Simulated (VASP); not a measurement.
# P in VASP: a series of runs, part 3 of 3

VASP 6.6.1. Earlier steps stand in the parts before.

## Step 5: Single point, PBE+D3(BJ)

This run uses another cell than the first one: it holds 4 atoms, not 8.

INCAR reads:

```
SYSTEM = P
PREC = Accurate
ENCUT = 520
EDIFF = 1E-7
ISMEAR = 0
SIGMA = 0.02
LREAL = .False.
LASPH = .True.
NELM = 60
ALGO = Normal
ISIF = 2
LWAVE = .False.
LCHARG = .False.
LDIPOL = .True.
IDIPOL = 3
DIPOL = 0.5 0.5 0.288
GGA = PE
IVDW = 12
NBANDS = 18
```

KPOINTS reads:

```
regular mesh
0
Gamma
  9 9 1
  0 0 0
```

POSCAR reads:

```
P
1.0
    3.2578782221     -0.0000002505      0.0000000000
   -1.6289388942      2.8214054280      0.0000000000
    0.0000000000      0.0000000000     34.6790344000
P
4
Direct
    0.6666666667      0.3333333333      0.2403630790
    0.3333333333      0.6666666667      0.2045332023
    0.3333333333      0.6666666667      0.3721841241
    0.0000000000      0.0000000000      0.3363542474
```

Potentials or basis: VASP PAW PBE potentials, release 64 (P).

On the command line:

```
cat potpaw_PBE.64/P/POTCAR > POTCAR
mpirun -np 1 vasp_std > vasp.out
```

OUTCAR:

```text
SYSTEM = P
   PREC = Accurate
   ENCUT = 520
   EDIFF = 1E-7
   ISMEAR = 0
   LREAL = .False.
   LASPH = .True.
   NELM = 60
   ISIF = 2
   GGA = PE
   IVDW = 12
 IVDW          = 12

 ion  position               nearest neighbor table
   1  0.667  0.333  0.240-   2 2.25   2 2.25   2 2.25
   2  0.333  0.667  0.205-   1 2.25   1 2.25   1 2.25
   3  0.333  0.667  0.372-   4 2.25   4 2.25   4 2.25
   4  0.000  0.000  0.336-   3 2.25   3 2.25   3 2.25

  LATTYP: Found a hexagonal cell.
 ALAT       =     3.2578782221
 C/A-ratio  =    10.6446687187

  Lattice vectors:

 A1 = (   3.2578782221,  -0.0000002505,   0.0000000000)
 A2 = (  -1.6289388942,   2.8214054280,   0.0000000000)
 A3 = (   0.0000000000,   0.0000000000,  34.6790344000)

Analysis of symmetry for initial positions (statically):
=====================================================================
 Subroutine PRICEL returns:
 Original cell was already a primitive cell.

 Routine SETGRP: Setting up the symmetry group for a
 hexagonal supercell.

 Subroutine GETGRP returns: Found 12 space group operations
 (whereof  6 operations were pure point group operations)
 out of a pool of 24 trial point group operations.

The static configuration has the point symmetry C_3v.
 The point group associated with its full space group is D_3d.

Analysis of symmetry for dynamics (positions and initial velocities):
=====================================================================
 Subroutine PRICEL returns:
 Original cell was already a primitive cell.

 Routine SETGRP: Setting up the symmetry group for a
 hexagonal supercell.

 Subroutine GETGRP returns: Found 12 space group operations
 (whereof  6 operations were pure point group operations)
 out of a pool of 24 trial point group operations.

The dynamic configuration has the point symmetry C_3v.
 The point group associated with its full space group is D_3d.

 Subroutine INISYM returns: Found 12 space group operations
 (whereof  6 operations are pure point group operations),
 and found     1 'primitive' translations

[... 112 lines left out ...]
   AEXX    =    0.0000 exact exchange contribution
   IVDW    =    12    specifies the selected vdW correction
   LEPSILON=     F    determine dielectric tensor
   LRPA    =     F    only Hartree local field effects (RPA)
 non-spin polarized calculation
 Gauss-broadening in eV      SIGMA  =   0.02
  energy-cutoff  :      520.00
  volume of cell :      318.76
 maximum number of plane-waves:      8664
   NGX = 13   NGY = 13   NGZ =129

 dipolmoment           0.000000      0.000000     -0.000003 electrons x Angstroem

 number of electron      19.9999996 magnetization

 dipolmoment           0.000000      0.000000      0.000001 electrons x Angstroem

 Free energy of the ion-electron system (eV)
  ---------------------------------------------------
  ext. energy  EPLUGINS =         0.00000000
  ---------------------------------------------------
  free energy    TOTEN  =       -21.39852055 eV

  energy without entropy =      -21.39852055  energy(sigma->0) =      -21.39852055

 E-fermi :  -2.7722     XC(G=0):  -2.7573

 val. band max:       -2.8973209434   @ k =   0.1111   0.1111   0.0000
 cond. band min:      -1.6650788072   @ k =   0.3333   0.0000   0.0000
 fundamental gap:      1.2322421363
 Fermi energy:        -2.7722403417

 k-point     1 :       0.0000    0.0000    0.0000
  band No.  band energies     occupation
      1     -17.6886      2.00000
      2     -17.6159      2.00000
      3     -10.3145      2.00000
      4      -9.6250      2.00000
      5      -4.5826      2.00000
      6      -3.4984      2.00000
[... 229 lines left out ...]
      5      -8.8569      2.00000
      6      -8.8568      2.00000
[... 10 lines left out ...]
     17       5.1033      0.00000
     18       5.1033      0.00000

------------------------ aborting loop because EDIFF is reached ----------------------------------------

 vacuum level on the upper side and lower side of the slab       (xc-potential included)        -0.011        -0.011

 Edisp (eV)   -1.06146

 E8    (eV) :    -0.4158

  FORCE on cell =-STRESS in cart. coord.  units (eV):
  Direction    XX          YY          ZZ          XY          YZ          ZX
  --------------------------------------------------------------------------------------
  -------------------------------------------------------------------------------------
  Total      -0.17222    -0.17222    -0.23544     0.00000    -0.00000     0.00000
  in kB      -0.86564    -0.86564    -1.18336     0.00000    -0.00000     0.00000
  external pressure =       -0.97 kB  Pullay stress =        0.00 kB

 VOLUME and BASIS-vectors are now :
 -----------------------------------------------------------------------------
  energy-cutoff  :      520.00
  volume of cell :      318.76
      direct lattice vectors                 reciprocal lattice vectors
     3.257878222 -0.000000251  0.000000000     0.306948258  0.177216628  0.000000000
    -1.628938894  2.821405428  0.000000000     0.000000027  0.354433303  0.000000000
     0.000000000  0.000000000 34.679034400     0.000000000  0.000000000  0.028835866

 POSITION                                       TOTAL-FORCE (eV/Angst)
 -----------------------------------------------------------------------------------
      1.62894      0.94047      8.33556         0.000000     -0.000000     -0.092323
      0.00000      1.88094      7.09301        -0.000000      0.000000      0.090775
      0.00000      1.88094     12.90699         0.000000     -0.000000     -0.090775
      0.00000      0.00000     11.66444        -0.000000      0.000000      0.092323
 -----------------------------------------------------------------------------------
    total drift:                                0.000000     -0.000000      0.000016

  FREE ENERGIE OF THE ION-ELECTRON SYSTEM (eV)
  ---------------------------------------------------
  free  energy   TOTEN  =       -22.4599848923 eV

  energy  without entropy=      -22.4599848923  energy(sigma->0) =      -22.45998489

 vacuum level on the upper side and lower side of the slab         2.704         2.703
```

It took 3.4 min on 1 thread of Oxide Virtual Turin-like, shared host; peak memory 0.35 GiB.

What came out:

| Item | Value |
| --- | --- |
| Free energy | -22.4600 eV |
| Largest force | 0.092 eV/Å |
| Band gap on the k mesh | 1.23 eV (least direct gap 1.81 eV) |
| Dispersion energy per atom | -0.265 eV |

Forces on the atoms (eV/Å):
```
P    0.000  0.000 -0.092
P    0.000  0.000  0.091
P    0.000  0.000 -0.091
P    0.000  0.000  0.092
```

## Step 6: Single point, PBE+D3(BJ)

This run uses another cell than the first one: it holds 4 atoms, not 8.

INCAR reads:

```
SYSTEM = P
ALGO = Normal ; DIPOL = 0.5 0.5 0.288
EDIFF = 1E-6 ; ENCUT = 520
GGA = PE ; IDIPOL = 3
ISIF = 2 ; ISMEAR = 0
IVDW = 12 ; LASPH = .True.
LCHARG = .False. ; LDIPOL = .True.
LREAL = .False. ; LWAVE = .False.
NBANDS = 18 ; NELM = 100
PREC = Accurate ; SIGMA = 0.02
```

KPOINTS reads:

```
k-points
0
Gamma
  9 9 1
  0 0 0
```

POSCAR reads:

```
P
1.0
    3.2666330744     -0.0000002511      0.0000000000
   -1.6333163197      2.8289873528      0.0000000000
    0.0000000000      0.0000000000     34.6790344000
P
4
Direct
    0.6666666667      0.3333333333      0.2407849527
    0.3333333333      0.6666666667      0.2050741846
    0.3333333333      0.6666666667      0.3716431418
    0.0000000000      0.0000000000      0.3359323737
```

Potentials or basis: VASP PAW PBE potentials, release 64 (P).

On the command line:

```
cat potpaw_PBE.64/P/POTCAR > POTCAR
mpirun -np 1 vasp_std > vasp.out
```

It took 2.8 min on 1 thread of Oxide Virtual Turin-like, shared host; peak memory 0.35 GiB.

Results (log left out):

```
Free energy                : -22.4591 eV
Largest force              : 0.061 eV/Å
Band gap on the k mesh     : 1.18 eV (least direct gap 1.79 eV)
Dispersion energy per atom : -0.265 eV
```

Forces on the atoms (eV/Å):
```
P    0.000  0.000 -0.061
P    0.000  0.000  0.057
P    0.000  0.000 -0.057
P    0.000  0.000  0.061
```

Levels at points of the mesh, in eV from the valence-band top:
```
           k point  band 8  band 9  band 10  band 11  band 12  band 13
(0.00, 0.00, 0.00)   -0.69   -0.69    -0.13     3.30     3.30     3.30
```

## Step 7: Summary

| cell | k mesh | smearing | gap on the mesh (eV) | largest force (eV/Å) |
| --- | --- | --- | --- | --- |
| a = 6.517, b = 3.266, c = 36.589 Å, angles 90.0, 90.0, 120.1°, 8 atoms, atomic positions A | 6 × 6 × 1 | gaussian 0.1 eV | 1.19 | 0.10 |
| a = 3.380, b = 3.380, c = 20.000 Å, angles 90.0, 90.0, 120.0°, 4 atoms, atomic positions B | 6 × 6 × 1 | gaussian 0.1 eV | 0.38 | 0.96 |
| a = 3.267, b = 3.267, c = 34.679 Å, angles 90.0, 90.0, 120.0°, 4 atoms, atomic positions C | 6 × 6 × 1 | gaussian 0.1 eV | 1.20 | 0.09 |
| a = 3.258, b = 3.258, c = 34.679 Å, angles 90.0, 90.0, 120.0°, 4 atoms, atomic positions D | 9 × 9 × 1 | gaussian 0.02 eV | 1.23 | 0.09 |
| a = 3.267, b = 3.267, c = 34.679 Å, angles 90.0, 90.0, 120.0°, 4 atoms, atomic positions C | 9 × 9 × 1 | gaussian 0.02 eV | 1.18 | 0.06 |

Alike in all rows: task single point; level PBE+D3(BJ); potentials or basis VASP PAW PBE potentials, release 64 (P); no spin polarisation; cutoff (eV) 520.

Total energies depend on the potentials used, so only differences within one code and one set of settings carry meaning.
